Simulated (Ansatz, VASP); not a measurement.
## Two plane-wave programs on HfSbAu3

```
Hf Sb Au
1.0
     5.18899    0.00000    0.00000
     0.00000    5.18899    0.00000
     0.00000    0.00000    5.18899
Hf Sb Au
1 1 3
Direct
  0.50000 0.50000 0.50000
  0.00000 0.00000 0.00000
  0.00000 0.50000 0.50000
  0.50000 0.00000 0.50000
  0.50000 0.50000 0.00000
```

Alike in both runs: functional PBE; k mesh 8 × 8 × 8; occupations gaussian, width 0.1 eV; no spin polarisation.

Ansatz relaxed the structure, and its values are those at the end. VASP's run is a single point on that final structure, the one shown.

```csv
,VASP,Ansatz
version,VASP 6.6.1,Ansatz 0.2.0
potentials or method,"VASP PAW PBE potentials, release 64 (Hf_pv, Sb, Au), cutoff 520 eV","scalar-relativistic, plane waves, PAW"
valence electrons in the cell,48,98
```

|  | VASP | Ansatz | Ansatz less VASP |
| --- | --- | --- | --- |
| gap on the k mesh at the Fermi level (eV) | none | none | - |
| pressure (GPa) | -0.4 | 0.0 | +0.39 |

A gap of «none» marks a metal or a gap that the smearing closes. The functional is the same, so the differences come from potentials, cutoffs and numerics. VASP's potentials hold 48 valence electrons a cell and Ansatz's 98, so a difference there can come from the potentials and not from the codes.

Spin-orbit coupling is off throughout.
